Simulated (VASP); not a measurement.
# AgBr: single point with PBE

The system is AgBr.

```
CELL_PARAMETERS angstrom
0.00000 2.93960 2.93960
2.93960 0.00000 2.93960
2.93960 2.93960 0.00000
ATOMIC_POSITIONS crystal
Ag 0.50000 0.50000 0.50000
Br 0.00000 0.00000 0.00000
```

* Program: VASP 6.6.1
* Task: single point
* Functional: PBE
* Potentials or basis: VASP PAW PBE potentials, release 64 (Ag, Br)
* Cutoff: 500 eV
* k mesh: 10 × 10 × 10
* Occupations: gaussian, width 0.05 eV
* Spin: no spin polarisation

- Pressure: -0.8 GPa
- Band gap on the k mesh: 0.70 eV (least direct gap 2.38 eV)

Levels at points of the mesh, in eV from the valence-band top:
| k point | band 7 | band 8 | band 9 | band 10 | band 11 | band 12 |
| --- | --- | --- | --- | --- | --- | --- |
| (0.00, 0.00, 0.00) | -1.68 | -1.68 | -1.68 | 0.70 | 9.93 | 9.93 |
| (0.50, 0.00, 0.00) | -1.95 | 0.00 | 0.00 | 3.93 | 6.18 | 6.89 |
| (0.50, 0.50, 0.00) | -2.17 | -2.17 | -2.11 | 1.75 | 7.18 | 8.78 |

Run time: 14 s on 1 thread of Intel(R) Xeon(R) 6975P-C (Granite Rapids), on a shared host, peak memory 0.19 GiB.

A k mesh can miss the band edges. A hybrid or GW would open this gap; PBE tends to underestimate it.
